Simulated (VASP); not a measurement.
Crystal: ZnO.

```xyz
4
Lattice="3.2494 0.0000 0.0000 -1.6247 2.8141 0.0000 0.0000 0.0000 5.2038" Properties=species:S:1:pos:R:3 pbc="T T T"
Zn    0.0000    1.8760    0.0000
Zn    1.6247    0.9380    2.6019
O     0.0000    1.8760    1.9931
O     1.6247    0.9380    4.5950
```

- Program: VASP 6.6.1
- Task: relaxation of cell and atoms
- Functional: LDA
- Potentials or basis: VASP PAW LDA potentials, release 64 (Zn, O)
- Cutoff: 600 eV
- k mesh: 15 × 15 × 8
- Occupations: gaussian, width 0.02 eV
- Spin: no spin polarisation

At the start: pressure -6.2 GPa; volume 11.90 Å³/atom.

Task: How do energy, volume and symmetry change on relaxing?

Result: Over 15 steps the energy falls by 10.3 meV/atom and the volume is 11.40 Å³/atom (-4.1 %); space group P6_3mc (No. 186, to 0.1 Å) before and after.

The path:
```
step  energy change (eV)  largest force (eV/Å)  pressure (GPa)  volume (Å³)
   1              0.0000                0.0677           -6.22        47.58
   2             -0.0254                0.0404            4.47        44.47
   3             -0.0402                0.0525            0.06        45.60
   4             -0.0401                0.0526           -0.06        45.64
   5             -0.0406                0.0271           -0.10        45.65
   6             -0.0408                0.0153           -0.11        45.65
   7             -0.0411                0.0111           -0.04        45.63
   8             -0.0414                0.0009            0.22        45.57
   9             -0.0414                0.0008            0.10        45.58
  10             -0.0414                0.0004            0.11        45.58
  11             -0.0414                0.0014            0.06        45.61
  12             -0.0414                0.0030           -0.07        45.65
  13             -0.0414                0.0016           -0.10        45.62
  14             -0.0414                0.0017           -0.02        45.61
  15             -0.0414                0.0018            0.01        45.61
```

Final structure:
```cif
data_structure
_symmetry_space_group_name_H-M 'P 1'
_symmetry_Int_Tables_number 1
_cell_length_a 3.1938
_cell_length_b 3.1938
_cell_length_c 5.1635
_cell_angle_alpha 90.000
_cell_angle_beta 90.000
_cell_angle_gamma 120.000
_cell_volume 45.61
loop_
_atom_site_label
_atom_site_type_symbol
_atom_site_fract_x
_atom_site_fract_y
_atom_site_fract_z
_atom_site_occupancy
Zn1 Zn 0.33333 0.66667 0.00228 1
Zn2 Zn 0.66667 0.33333 0.50228 1
O1 O 0.33333 0.66667 0.38072 1
O2 O 0.66667 0.33333 0.88072 1
```
